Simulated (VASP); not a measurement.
Input of a VASP 6.6.1 run:

File INCAR:

```
ALGO     = Normal         # electronic algorithm
EDIFF    = 1E-6           # SCF threshold, eV
ENCUT    = 520            # plane-wave cutoff, eV
GGA      = PE             # functional
ISIF     = 2              # what is computed and relaxed
ISMEAR   = 0              # smearing method
ISYM     = 0            
LASPH    = True           # aspherical terms in the spheres
LCHARG   = False          # write CHGCAR
LREAL    = False          # projectors in reciprocal space
LWAVE    = False          # write WAVECAR
NBANDS   = 42             # bands
NELM     = 60             # most SCF steps
PREC     = Accurate       # precision mode
SIGMA    = 0.05           # smearing width, eV
```

Contents of KPOINTS:

```
k-points
0
Gamma
  11 6 1
```

POSCAR

```
P
1.0
    3.3104324780      0.0000000000      0.0000000000
   -1.6552162390      5.6427178935      0.0000000000
    0.0000000000      0.0000000000     20.8868311752
P
12
Direct
    0.9059292215      0.8118584429      0.1915082267
    0.4059292215      0.8118584429      0.2629599128
    0.5940707785      0.1881415571      0.3006145988
    0.0940707785      0.1881415571      0.3720662849
    0.9059292215      0.8118584429      0.4097209709
    0.4059292215      0.8118584429      0.4811726570
    0.5940707785      0.1881415571      0.5188273430
    0.0940707785      0.1881415571      0.5902790291
    0.9059292215      0.8118584429      0.6279337151
    0.4059292215      0.8118584429      0.6993854012
    0.5940707785      0.1881415571      0.7370400872
    0.0940707785      0.1881415571      0.8084917733
```

Potentials or basis: VASP PAW PBE potentials, release 64 (P).

Run with:

```bash
$ cat potpaw_PBE.64/P/POTCAR > POTCAR
$ mpirun -np 1 vasp_std > vasp.out
```

Problem. What does it give for the band gap on the k mesh?

Solution. Zero (bands 30 and 31 overlap by 0.37 eV).

Problem. What does it give for the largest force?

Solution. 1.375 eV/Å.

Forces in eV/Å, atoms in the order of the input:
```
P    0.000 -0.030  1.369
P    0.000 -0.074 -1.373
P    0.000  0.025  0.188
P    0.000 -0.030 -0.072
P    0.000  0.265 -0.003
P    0.000 -0.144 -0.036
P    0.000  0.144  0.036
P    0.000 -0.265  0.003
P    0.000  0.030  0.072
P    0.000 -0.025 -0.188
P    0.000  0.074  1.373
P    0.000  0.030 -1.369
```

Caveat: there is no dipole correction, which matters where the two faces differ.
